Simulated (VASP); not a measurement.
Wanted: the native input for a VASP 6.6.1 run.

```yaml
Task: single point
Functional: PBEsol
Potentials_or_basis: VASP PAW PBE potentials, release 64 (B, P)
Cutoff: 520 eV
k_mesh: 16 × 16 × 16
Occupations: gaussian, width 0.05 eV
Spin: no spin polarisation
Dipole_correction: no
Further_INCAR_settings: ALGO = Normal; EDIFF = 1e-06; NBANDS = 11
```

The structure of BP lies in POSCAR:

```
BP
1.0
    0.0000000000      2.2690000000      2.2690000000
    2.2690000000      0.0000000000      2.2690000000
    2.2690000000      2.2690000000      0.0000000000
B P
1 1
Direct
    0.0000000000      0.0000000000      0.0000000000
    0.7500000000      0.7500000000      0.7500000000
```

These files were run (other wordings do the same):

INCAR

```
SYSTEM = BP
PREC = Accurate
ENCUT = 520
EDIFF = 1E-6
ISMEAR = 0
SIGMA = 0.05
LREAL = .FALSE.
LASPH = .TRUE.
NELM = 100
ALGO = Normal
ISIF = 2
LWAVE = .FALSE.
LCHARG = .FALSE.
GGA = PS
NBANDS = 11
```

KPOINTS

```
regular mesh
0
G
  16 16 16
  0 0 0
```

Potentials or basis: VASP PAW PBE potentials, release 64 (B, P).

The run is started by

```bash
$ cat potpaw_PBE.64/B/POTCAR potpaw_PBE.64/P/POTCAR > POTCAR
$ mpirun -np 1 vasp_std > vasp.out
```

It gave:

* Pressure: -1.9 GPa
* Band gap on the k mesh: 1.14 eV, indirect (least direct gap 3.36 eV)

Caveat: the PAW data sets were made with another functional, which shifts forces and pressure a little.

Run time: 16 s on 1 thread of Intel(R) Xeon(R) Platinum 8259CL CPU @ 2.50GHz (Skylake/Cascade Lake) (shared host), peak memory 0.16 GiB.
